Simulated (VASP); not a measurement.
# WSe2 (P6_3/mmc) in VASP: notebook

Runs on WSe2. Level: LDA. Tasks: single point, relaxation of cell and atoms.

Program: VASP 6.6.1. These are calculated values, not measurements. Logs are shortened: lines on timing, memory, paths and dates and some standing lists are left out, and cuts for length are marked.

### Step 1. The cell of the first run

Symmetry: P6_3/mmc, No. 194, hexagonal system. Conventional cell: a = 3.250 Å, b = 3.250 Å, c = 12.820 Å, α = 90.00°, β = 90.00°, γ = 120.00°. W (site symmetry -6m2) has 6 Se at 2.51 Å and 6 W at 3.25 Å within 3.3 Å. Se (site symmetry 3m) has 3 W at 2.51 Å and 6 Se at 3.25 Å within 3.3 Å.

### Step 2. Single point, LDA

Input file INCAR:

```
  PREC = Accurate
  ENCUT = 520
  EDIFF = 1E-6
  ISMEAR = 0
  SIGMA = 0.02
  LREAL = False
  LASPH = True
  NELM = 80
  ALGO = Normal
  ISIF = 2
  LWAVE = False
  LCHARG = False
  GGA = CA
  NBANDS = 35
```

Input file KPOINTS:

```
regular mesh
0
Gamma
  9 9 2
```

Input file POSCAR:

```
WSe2
1.0
    3.2499286075      0.0000000000      0.0000000000
   -1.6249643037      2.8145207346      0.0000000000
    0.0000000000      0.0000000000     12.8204886744
W Se
2 4
Direct
    0.3333333333      0.6666666667      0.2500000000
    0.6666666667      0.3333333333      0.7500000000
    0.3333333333      0.6666666667      0.6199924677
    0.6666666667      0.3333333333      0.1199924677
    0.3333333333      0.6666666667      0.8800075323
    0.6666666667      0.3333333333      0.3800075323
```

Potentials or basis: VASP PAW LDA potentials, release 64 (W_sv, Se).

Run with:

```
> cat potpaw_LDA.64/W_sv/POTCAR potpaw_LDA.64/Se/POTCAR > POTCAR
> mpirun -np 1 vasp_std > vasp.out
```

OUTCAR:

```text
PREC = Accurate
   ENCUT = 520
   EDIFF = 1E-6
   ISMEAR = 0
   LREAL = False
   LASPH = True
   NELM = 80
   ISIF = 2
   GGA = CA

 ion  position               nearest neighbor table
   1  0.333  0.667  0.250-   4 2.51   6 2.51   4 2.51   6 2.51   4 2.51   6 2.51
   2  0.667  0.333  0.750-   3 2.51   5 2.51   3 2.51   5 2.51   3 2.51   5 2.51
   3  0.333  0.667  0.620-   2 2.51   2 2.51   2 2.51
   4  0.667  0.333  0.120-   1 2.51   1 2.51   1 2.51
   5  0.333  0.667  0.880-   2 2.51   2 2.51   2 2.51
   6  0.667  0.333  0.380-   1 2.51   1 2.51   1 2.51

  LATTYP: Found a hexagonal cell.
 ALAT       =     3.2499286075
 C/A-ratio  =     3.9448524022

  Lattice vectors:

 A1 = (   3.2499286075,   0.0000000000,   0.0000000000)
 A2 = (  -1.6249643037,   2.8145207346,   0.0000000000)
 A3 = (   0.0000000000,   0.0000000000,  12.8204886744)

Analysis of symmetry for initial positions (statically):
=====================================================================
 Subroutine PRICEL returns:
 Original cell was already a primitive cell.

 Routine SETGRP: Setting up the symmetry group for a
 hexagonal supercell.

 Subroutine GETGRP returns: Found 24 space group operations
 (whereof 12 operations were pure point group operations)
 out of a pool of 24 trial point group operations.

The static configuration has the point symmetry D_3d.
 The point group associated with its full space group is D_6h.

Analysis of symmetry for dynamics (positions and initial velocities):
=====================================================================
 Subroutine PRICEL returns:
 Original cell was already a primitive cell.

 Routine SETGRP: Setting up the symmetry group for a
 hexagonal supercell.

 Subroutine GETGRP returns: Found 24 space group operations
 (whereof 12 operations were pure point group operations)
 out of a pool of 24 trial point group operations.

The dynamic configuration has the point symmetry D_3d.
 The point group associated with its full space group is D_6h.

 Subroutine INISYM returns: Found 24 space group operations
 (whereof 12 operations are pure point group operations),
 and found     1 'primitive' translations

----------------------------------------------------------------------------------------

                                     Primitive cell

  volume of cell :     117.2689

  direct lattice vectors                    reciprocal lattice vectors
     3.249928607  0.000000000  0.000000000     0.307699067  0.177650139  0.000000000
    -1.624964304  2.814520735  0.000000000     0.000000000  0.355300278  0.000000000
     0.000000000  0.000000000 12.820488674     0.000000000  0.000000000  0.078000147

  length of vectors
     3.249928607  3.249928607 12.820488674     0.355300278  0.355300278  0.078000147

  position of ions in fractional coordinates (direct lattice)
     0.333333333  0.666666667  0.250000000
     0.666666667  0.333333333  0.750000000
     0.333333333  0.666666667  0.619992468
     0.666666667  0.333333333  0.119992468
     0.333333333  0.666666667  0.880007532
     0.666666667  0.333333333  0.380007532

  ion indices of the primitive-cell ions
   primitive index   ion index
                 1           1
                 2           2
                 3           3
                 4           4
                 5           5
                 6           6

----------------------------------------------------------------------------------------

 KPOINTS: regular mesh

Automatic generation of k-mesh.
 Grid dimensions read from file:
 generate k-points for:    9    9    2

 Generating k-lattice:

  Cartesian coordinates                     Fractional coordinates (reciprocal lattice)
     0.034188785  0.019738904  0.000000000     0.111111111  0.000000000  0.000000000
     0.000000000  0.039477809  0.000000000     0.000000000  0.111111111  0.000000000
     0.000000000  0.000000000  0.039000073     0.000000000  0.000000000  0.500000000

  Length of vectors
     0.039477809  0.039477809  0.039000073

  Shift w.r.t. Gamma in fractional coordinates (k-lattice)
     0.000000000  0.000000000  0.000000000

 Subroutine IBZKPT returns following result:
 ===========================================

 Found     24 irreducible k-points:

 Following reciprocal coordinates:
            Coordinates               Weight
  0.000000  0.000000  0.000000      1.000000
  0.111111 -0.000000  0.000000      6.000000
  0.222222 -0.000000  0.000000      6.000000
  0.333333 -0.000000  0.000000      6.000000
  0.444444 -0.000000  0.000000      6.000000
  0.111111  0.111111  0.000000      6.000000
[... 16 lines left out ...]
  0.333333  0.222222  0.500000     12.000000
  0.333333  0.333333  0.500000      2.000000
   k-points           NKPTS =     24   k-points in BZ     NKDIM =     24   number of bands    NBANDS=     35
   number of dos      NEDOS =    301   number of ions     NIONS =      6
   total plane-waves  NPLWV =  55296
   dimension x,y,z NGX =    24 NGY =   24 NGZ =   96
   dimension x,y,z NGXF=    48 NGYF=   48 NGZF=  192
   ions per type =               2   4
   NGX,Y,Z   is equivalent  to a cutoff of  12.28, 12.28, 12.45 a.u.
   NGXF,Y,Z  is equivalent  to a cutoff of  24.55, 24.55, 24.90 a.u.
 SYSTEM =  unknown system
   PREC   = accura    normal or accurate (medium, high low for compatibility)
   ISTART =      0    job   : 0-new  1-cont  2-samecut
   ICHARG =      2    charge: 1-file 2-atom 10-const
   ISPIN  =      1    spin polarized calculation?
   LNONCOLLINEAR =      F non collinear calculations
   LSORBIT =      F    spin-orbit coupling
   LASPH  =      T    aspherical Exc in radial PAW
   ENCUT  =  520.0 eV  38.22 Ry    6.18 a.u.   6.04  6.04 23.84*2*pi/ulx,y,z
   NELM   =     80;   NELMIN=  2; NELMDL= -5     # of ELM steps
   EDIFF  = 0.1E-05   stopping-criterion for ELM
   LREAL  =      F    real-space projection
   EDIFFG = 0.1E-04   stopping-criterion for IOM
   NSW    =      0    number of steps for IOM
   IBRION =     -1    ionic relax: 0-MD 1-quasi-New 2-CG
   NFREE  =      0    steps in history (QN), initial steepest desc. (CG)
   ISIF   =      2    stress and relaxation
   ISYM   =      2    0-nonsym 1-usesym 2-fastsym
   POTIM  = 0.5000    time-step for ionic-motion
   TEBEG  =    0.0;   TEEND  =   0.0 temperature during run
   PSTRESS=    0.0 pullay stress
   NELECT =      52.0000    total number of electrons
   NUPDOWN=      -1.0000    fix difference up-down
   EMIN   =  10.00;   EMAX   =-10.00  energy-range for DOS
   EFERMI =   0.00;   METHOD = LEGACY
   ISMEAR =     0;   SIGMA  =   0.02  broadening in eV -4-tet -1-fermi 0-gaus
   EFERMI_NEDOS =   21; number of points for ismear=-14 and -15
   IALGO  =     38    algorithm
   IMIX   =      4    mixing-type and parameters
     AMIX     =   0.40;   BMIX     =  1.00
     AMIX_MAG =   1.60;   BMIX_MAG =  1.00
  volume/ion in A,a.u.               =      19.54       131.89
  Fermi-wavevector in a.u.,A,eV,Ry     =   1.248384  2.359104 21.204184  1.558464
  Thomas-Fermi vector in A             =   2.382473
   LORBIT       =      0    0 simple, 1 ext, 2 COOP (PROOUT), +10 PAW based schemes
   GGA     = CA    functional components
   LHFCALC =     F    Hartree Fock is set to
   AEXX    =    0.0000 exact exchange contribution
   IVDW    =     0    specifies the selected vdW correction
   LEPSILON=     F    determine dielectric tensor
   LRPA    =     F    only Hartree local field effects (RPA)
 non-spin polarized calculation
 Gauss-broadening in eV      SIGMA  =   0.02
  energy-cutoff  :      520.00
  volume of cell :      117.27
 maximum number of plane-waves:      3192
   NGX = 13   NGY = 13   NGZ = 47

 number of electron      51.9999989 magnetization

 Free energy of the ion-electron system (eV)
  ---------------------------------------------------
  ext. energy  EPLUGINS =         0.00000000
  ---------------------------------------------------
  free energy    TOTEN  =       -48.49084075 eV

  energy without entropy =      -48.49084075  energy(sigma->0) =      -48.49084075

 E-fermi :   6.7539     XC(G=0): -11.1944

 val. band max:        6.6689594886   @ k =   0.0000   0.0000   0.0000
 cond. band min:       7.6491698377   @ k =   0.2222   0.1111   0.0000
 fundamental gap:      0.9802103491
 Fermi energy:         6.7538750266

 k-point     1 :       0.0000    0.0000    0.0000
  band No.  band energies     occupation
      1     -67.1680      2.00000
      2     -67.1680      2.00000
      3     -31.7159      2.00000
      4     -31.7159      2.00000
      5     -31.5416      2.00000
      6     -31.5416      2.00000
[... 27 lines left out ...]
     34       9.7375      0.00000
     35      11.3196      0.00000

 k-point     2 :       0.1111   -0.0000    0.0000
  band No.  band energies     occupation
      1     -67.1665      2.00000
      2     -67.1664      2.00000
      3     -31.7096      2.00000
      4     -31.7095      2.00000
      5     -31.5742      2.00000
      6     -31.5742      2.00000
[... 27 lines left out ...]
     34       9.8094      0.00000
     35      12.3090      0.00000

 k-point     3 :       0.2222   -0.0000    0.0000
  band No.  band energies     occupation
      1     -67.1626      2.00000
      2     -67.1626      2.00000
      3     -31.6935      2.00000
      4     -31.6935      2.00000
      5     -31.6560      2.00000
      6     -31.6560      2.00000
[... 27 lines left out ...]
     34      10.4738      0.00000
     35      13.1367      0.00000

 k-point     4 :       0.3333   -0.0000    0.0000
  band No.  band energies     occupation
      1     -67.1583      2.00000
      2     -67.1583      2.00000
      3     -31.7475      2.00000
      4     -31.7475      2.00000
      5     -31.6752      2.00000
      6     -31.6752      2.00000
[... 27 lines left out ...]
     34      10.9666      0.00000
     35      12.1144      0.00000

 k-point     5 :       0.4444   -0.0000    0.0000
  band No.  band energies     occupation
      1     -67.1554      2.00000
      2     -67.1554      2.00000
      3     -31.8065      2.00000
      4     -31.8065      2.00000
      5     -31.6632      2.00000
      6     -31.6632      2.00000
[... 638 lines left out ...]
 k-point    22 :       0.2222    0.2222    0.5000
  band No.  band energies     occupation
      1     -67.1564      2.00000
      2     -67.1564      2.00000
      3     -31.7528      2.00000
      4     -31.7528      2.00000
      5     -31.6672      2.00000
      6     -31.6672      2.00000
[... 27 lines left out ...]
     34      11.0107      0.00000
     35      13.0463      0.00000

 k-point    23 :       0.3333    0.2222    0.5000
  band No.  band energies     occupation
      1     -67.1542      2.00000
      2     -67.1542      2.00000
      3     -31.7741      2.00000
      4     -31.7741      2.00000
      5     -31.6702      2.00000
      6     -31.6702      2.00000
[... 27 lines left out ...]
     34      11.0185      0.00000
     35      12.4113      0.00000

 k-point    24 :       0.3333    0.3333    0.5000
  band No.  band energies     occupation
      1     -67.1534      2.00000
      2     -67.1534      2.00000
      3     -31.7464      2.00000
      4     -31.7464      2.00000
      5     -31.7178      2.00000
      6     -31.7178      2.00000
[... 27 lines left out ...]
     34      11.1123      0.00000
     35      12.9776      0.00000

------------------------ aborting loop because EDIFF is reached ----------------------------------------

  FORCE on cell =-STRESS in cart. coord.  units (eV):
  Direction    XX          YY          ZZ          XY          YZ          ZX
  --------------------------------------------------------------------------------------
  -------------------------------------------------------------------------------------
  Total        0.5189248      0.5189248      0.6783685      0.0000000     -0.0000000      0.0000000
  in kB        7.0897703      7.0897703      9.2681580      0.0000000     -0.0000000      0.0000000
  external PRESSURE =       7.8158995 kB  Pullay stress =       0.0000000 kB

 VOLUME and BASIS-vectors are now :
 -----------------------------------------------------------------------------
  energy-cutoff  :      520.00
  volume of cell :      117.27
      direct lattice vectors                 reciprocal lattice vectors
     3.249928607  0.000000000  0.000000000     0.307699067  0.177650139  0.000000000
    -1.624964304  2.814520735  0.000000000     0.000000000  0.355300278  0.000000000
     0.000000000  0.000000000 12.820488674     0.000000000  0.000000000  0.078000147

 POSITION                                       TOTAL-FORCE (eV/Angst)
 -----------------------------------------------------------------------------------
     -0.00000      1.87635      3.20512         0.000000     -0.000000     -0.000000
      1.62496      0.93817      9.61537        -0.000000      0.000000     -0.000000
     -0.00000      1.87635      7.94861         0.000000     -0.000000     -0.102474
      1.62496      0.93817      1.53836        -0.000000      0.000000     -0.102474
     -0.00000      1.87635     11.28213         0.000000     -0.000000      0.102474
      1.62496      0.93817      4.87188        -0.000000      0.000000      0.102474
 -----------------------------------------------------------------------------------
    total drift:                               -0.000000      0.000000     -0.000000

  FREE ENERGIE OF THE ION-ELECTRON SYSTEM (eV)
  ---------------------------------------------------
  free  energy   TOTEN  =       -48.4908407468 eV

  energy  without entropy=      -48.4908407468  energy(sigma->0) =      -48.49084075
```

It took 65 s on 1 thread of Intel Xeon Platinum 8259CL at 2.50GHz (Skylake/Cascade Lake), shared host; peak memory 0.23 GiB.

Results:

| Item | Value |
| --- | --- |
| Free energy | -48.4908 eV |
| Pressure | 0.8 GPa |
| Largest force | 0.102 eV/Å |
| Band gap on the k mesh | 0.98 eV, indirect (least direct gap 1.62 eV) |

Forces on the atoms (eV/Å):
```
W    0.000  0.000  0.000
W    0.000  0.000  0.000
Se   0.000  0.000 -0.102
Se   0.000  0.000 -0.102
Se   0.000  0.000  0.102
Se   0.000  0.000  0.102
```

Caveat: spin-orbit coupling is left out, which moves the levels of the heavy elements. A k mesh can miss the band edges.

### Step 3. Relaxation of cell and atoms, LDA

This run uses another cell than the first one, of 19.85 Å³/atom, 1.015 times its volume.

Input file INCAR:

```
SYSTEM = WSe2
  PREC = Accurate
  ENCUT = 600
  EDIFF = 1E-6
  ISMEAR = 0
  SIGMA = 0.02
  LREAL = .FALSE.
  LASPH = .TRUE.
  NELM = 100
  ALGO = Normal
  ISIF = 3
  LWAVE = .FALSE.
  LCHARG = .FALSE.
  IBRION = 2
  NSW = 70
  EDIFFG = -0.005
```

Input file KPOINTS:

```
Automatic mesh
0
G
  9 9 2
  0 0 0
```

Input file POSCAR:

```
WSe2
1.0
    3.2790157229      0.0000000000      0.0000000000
   -1.6395078614      2.8397109154      0.0000000000
    0.0000000000      0.0000000000     12.7885054381
W Se
2 4
Direct
    0.3333333333      0.6666666667      0.2500000000
    0.6666666667      0.3333333333      0.7500000000
    0.3333333333      0.6666666667      0.6182884592
    0.6666666667      0.3333333333      0.1182884592
    0.3333333333      0.6666666667      0.8817115408
    0.6666666667      0.3333333333      0.3817115408
```

Potentials or basis: VASP PAW LDA potentials, release 64 (W_sv, Se).

Run with:

```
> cat potpaw_LDA.64/W_sv/POTCAR potpaw_LDA.64/Se/POTCAR > POTCAR
> mpirun -np 1 vasp_std > vasp.out
```

Run time: 13 min. Hardware: 1 thread of Intel Xeon Platinum 8259CL at 2.50GHz (Skylake/Cascade Lake), shared host; peak memory 0.3 GiB.

It converged, with:

| Item | Value |
| --- | --- |
| Free energy | -48.4932 eV |
| Relaxed volume | 19.62 Å³/atom |
| Relaxed cell | a = 3.255 Å, b = 3.255 Å, c = 12.831 Å, α = 90.00°, β = 90.00°, γ = 120.00° |
| Space group after relaxing (to 0.05 Å) | P6_3/mmc (No. 194) |
| Energy gained by relaxing | 4.9 meV/atom |
| Ionic steps | 12 |
| Pressure after relaxing | 0.0 GPa |
| Band gap on the k mesh | 0.98 eV, indirect (least direct gap 1.61 eV) |

Step by step:
| step | energy change (eV) | largest force (eV/Å) | pressure (GPa) | volume (Å³) |
| --- | --- | --- | --- | --- |
| 1 | 0.0000 | 0.4142 | -3.23 | 119.08 |
| 2 | 0.1171 | 1.0347 | 8.29 | 112.32 |
| 3 | -0.0270 | 0.0109 | -0.08 | 116.98 |
| 4 | -0.0270 | 0.0021 | -0.02 | 116.93 |
| 5 | -0.0279 | 0.0294 | 0.07 | 116.84 |
| 6 | -0.0280 | 0.0382 | 0.09 | 116.81 |
| 7 | -0.0283 | 0.0366 | 0.04 | 116.95 |
| 8 | -0.0289 | 0.0317 | -0.07 | 117.38 |
| 9 | -0.0288 | 0.0227 | -0.28 | 118.22 |
| 10 | -0.0291 | 0.0271 | -0.16 | 117.76 |
| 11 | -0.0290 | 0.0283 | 0.19 | 117.66 |
| 12 | -0.0291 | 0.0001 | 0.00 | 117.71 |

Final structure:
```cif
data_structure
_symmetry_space_group_name_H-M 'P 1'
_symmetry_Int_Tables_number 1
_cell_length_a 3.2547
_cell_length_b 3.2547
_cell_length_c 12.8313
_cell_angle_alpha 90.000
_cell_angle_beta 90.000
_cell_angle_gamma 120.000
_cell_volume 117.71
loop_
_atom_site_label
_atom_site_type_symbol
_atom_site_fract_x
_atom_site_fract_y
_atom_site_fract_z
_atom_site_occupancy
W1 W 0.33333 0.66667 0.25000 1
W2 W 0.66667 0.33333 0.75000 1
Se1 Se 0.33333 0.66667 0.61981 1
Se2 Se 0.66667 0.33333 0.11981 1
Se3 Se 0.33333 0.66667 0.88019 1
Se4 Se 0.66667 0.33333 0.38019 1
```

Levels at points of the mesh, in eV from the valence-band top:
```tsv
k point	band 22	band 23	band 24	band 25	band 26	band 27	band 28	band 29	band 30	band 31
(0.00, 0.00, 0.00)	-1.48	-1.48	-1.26	-1.00	0.00	2.71	2.71	2.77	2.77	2.81
(0.00, 0.00, 0.50)	-1.51	-1.51	-1.51	-0.22	-0.22	2.72	2.72	2.72	2.72	2.95
```

Caveat: spin-orbit coupling is left out, which moves the levels of the heavy elements. A hybrid or GW would open this gap; LDA tends to underestimate it.
